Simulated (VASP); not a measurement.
# Li2W: single point with PBE

The system is Li2W.

```
CELL_PARAMETERS angstrom
2.99081 0.00000 0.00000
-1.49540 2.59011 0.00000
0.00000 0.00000 6.22236
ATOMIC_POSITIONS crystal
Li 0.66667 0.33333 0.80896
Li 0.66667 0.33333 0.19104
W 0.33333 0.66667 0.50000
```

| Property | Result |
| --- | --- |
| Program | VASP 6.6.1 |
| Task | single point |
| Functional | PBE |
| Potentials or basis | VASP PAW PBE potentials, release 64 (Li_sv, W_sv) |
| Cutoff | 520 eV |
| k mesh | 6 × 6 × 4 |
| Occupations | gaussian, width 0.1 eV |
| Spin | no spin polarisation |
| Dipole correction | no |
| Further INCAR settings | ALGO = Normal; EDIFF = 1e-06; NBANDS = 17 |

```json
{
  "Largest force": "0.868 eV/Å",
  "Band gap on the k mesh": "zero (band 10 reaches 5.06 eV, above the bottom of band 11 at 3.18 eV)"
}
```

Forces in eV/Å, atoms in the order of the input:
```
Li   0.000  0.000  0.868
Li   0.000  0.000 -0.868
W    0.000  0.000  0.000
```

Levels at points of the mesh, in eV from the Fermi level:
| k point | band 7 | band 8 | band 9 | band 10 | band 11 | band 12 | band 13 | band 14 |
| --- | --- | --- | --- | --- | --- | --- | --- | --- |
| (0.00, 0.00, 0.00) | -6.39 | -2.91 | -0.52 | 0.13 | 0.13 | 0.36 | 2.30 | 2.30 |
| (0.50, 0.00, 0.00) | -3.64 | -2.37 | -1.36 | 0.83 | 1.24 | 2.75 | 3.60 | 4.08 |
| (0.00, 0.00, 0.50) | -6.32 | -2.84 | -1.59 | 0.13 | 0.13 | 1.67 | 2.29 | 2.29 |
| (0.50, 0.00, 0.50) | -3.57 | -2.50 | -0.72 | 0.60 | 1.02 | 1.21 | 3.51 | 4.50 |

Run time: 12 s on 1 thread of Intel(R) Xeon(R) Platinum 8375C CPU @ 2.90GHz (Ice Lake), with other jobs on the host, peak memory 0.17 GiB.

Caveat: the k points lie up to 0.40 Å⁻¹ apart; spin-orbit coupling is left out, which moves the levels of the heavy elements.
